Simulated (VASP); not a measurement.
The system is AlC.

```
CELL_PARAMETERS angstrom
3.19931 0.00000 0.00000
0.00000 3.19931 0.00000
0.00000 0.00000 3.19931
ATOMIC_POSITIONS crystal
Al 0.00000 0.00000 0.00000
C 0.50000 0.50000 0.50000
```

- Program: VASP 6.6.1
- Task: relaxation of cell and atoms
- Functional: PBE
- Potentials or basis: VASP PAW PBE potentials, release 64 (Al, C)
- Cutoff: 600 eV
- k mesh: 6 × 6 × 6
- Occupations: gaussian, width 0.1 eV
- Spin: no spin polarisation

At the start: pressure -26.8 GPa; volume 16.37 Å³/atom.

Q: How do energy, volume and symmetry change on relaxing?

A: Over 4 steps the energy falls by 905.1 meV/atom and the volume is 9.72 Å³/atom (-40.6 %); space group Pm-3m (No. 221, to 0.05 Å).

The path:
| step | energy change (eV) | largest force (eV/Å) | pressure (GPa) | volume (Å³) |
| --- | --- | --- | --- | --- |
| 1 | 0.0000 | 0.0000 | -26.79 | 32.75 |
| 2 | -1.7273 | 0.0000 | -12.72 | 21.41 |
| 3 | -1.8095 | 0.0000 | -1.43 | 19.66 |
| 4 | -1.8102 | 0.0000 | 0.40 | 19.44 |

Final structure:
```
Al C
1.0
     2.68898    0.00000    0.00000
     0.00000    2.68898    0.00000
     0.00000    0.00000    2.68898
Al C
1 1
Direct
  0.00000 0.00000 0.00000
  0.50000 0.50000 0.50000
```

Caveat: the volume moved by over 15 % at a fixed basis, so the end points are rough.
